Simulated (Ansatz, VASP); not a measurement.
## Two plane-wave programs on FeSi

File POSCAR:

```
FeSi
1.0
    4.5507000000      0.0000000000      0.0000000000
    0.0000000000      4.5507000000      0.0000000000
    0.0000000000      0.0000000000      4.5507000000
Fe Si
4 4
Direct
    0.1365200000      0.1365200000      0.1365200000
    0.3634800000      0.8634800000      0.6365200000
    0.6365200000      0.3634800000      0.8634800000
    0.8634800000      0.6365200000      0.3634800000
    0.8424000000      0.8424000000      0.8424000000
    0.6576000000      0.1576000000      0.3424000000
    0.3424000000      0.6576000000      0.1576000000
    0.1576000000      0.3424000000      0.6576000000
```

INCAR.step1

```
SYSTEM = FeSi
PREC = Accurate ; ENCUT = 520
ISMEAR = 0 ; SIGMA = 0.1
LREAL = .False. ; LASPH = .True.
NELM = 60 ; NBANDS = 34
GGA = PE ; ALGO = Normal
EDIFF = 1E-4 ; LWAVE = .True.
LCHARG = .False.
```

The input INCAR.step2:

```
SYSTEM = FeSi
PREC = Accurate ; ENCUT = 520
EDIFF = 1E-7 ; ISMEAR = 0
SIGMA = 0.1 ; LREAL = .False.
LASPH = .True. ; NELM = 60
ALGO = Normal ; ISIF = 2
LWAVE = .False. ; LCHARG = .False.
METAGGA = R2SCAN ; LMIXTAU = .True.
NBANDS = 34 ; ISTART = 1
```

The input KPOINTS:

```
regular mesh
0
Gamma
  4 4 4
  0 0 0
```

Input for Ansatz:

```yaml
crystal:
  lattice:
    - [4.5507, 0.0, 0.0]
    - [0.0, 4.5507, 0.0]
    - [0.0, 0.0, 4.5507]
  atoms:
    - { symbol: Fe, position: [0.13652, 0.13652, 0.13652] }
    - { symbol: Fe, position: [0.36348, 0.86348, 0.63652] }
    - { symbol: Fe, position: [0.63652, 0.36348, 0.86348] }
    - { symbol: Fe, position: [0.86348, 0.63652, 0.36348] }
    - { symbol: Si, position: [0.8424, 0.8424, 0.8424] }
    - { symbol: Si, position: [0.6576, 0.1576, 0.3424] }
    - { symbol: Si, position: [0.3424, 0.6576, 0.1576] }
    - { symbol: Si, position: [0.1576, 0.3424, 0.6576] }
basis:
  ecutwfc: 500
kpoints:
  mp_grid: { grid: [4, 4, 4] }
hamiltonian:
  xc: r2scan
scf:
  occupations: { method: gaussian, width: 0.1 }
output:
  forces: true
  stress: true
  eigenvalues: true
```

Alike in both runs: task single point; functional r2SCAN; k mesh 4 × 4 × 4; occupations gaussian, width 0.1 eV; no spin polarisation.

|  | VASP | Ansatz |
| --- | --- | --- |
| version | VASP 6.6.1 | Ansatz 0.2.0 |
| potentials or method | VASP PAW PBE potentials, release 64 (Fe, Si), cutoff 520 eV | scalar-relativistic, plane waves, PAW |
| valence electrons in the cell | 48 | 80 |

VASP gave:

* gap on the k mesh at the Fermi level (eV): 0.31
* least direct gap on the mesh (eV): 0.37
* pressure (GPa): -20.1
* rms of the force components (eV/Å): 0.176

Estimate Ansatz's values.

gap on the k mesh at the Fermi level (eV): 0.33; least direct gap on the mesh (eV): 0.39; pressure (GPa): -20.3; rms of the force components (eV/Å): 0.183.

VASP's potentials were made for PBE, not for r2SCAN. Atom by atom the forces differ by 0.010 eV/Å (rms over components). VASP's potentials hold 48 valence electrons a cell and Ansatz's 80, so a difference there can come from the potentials and not from the codes.
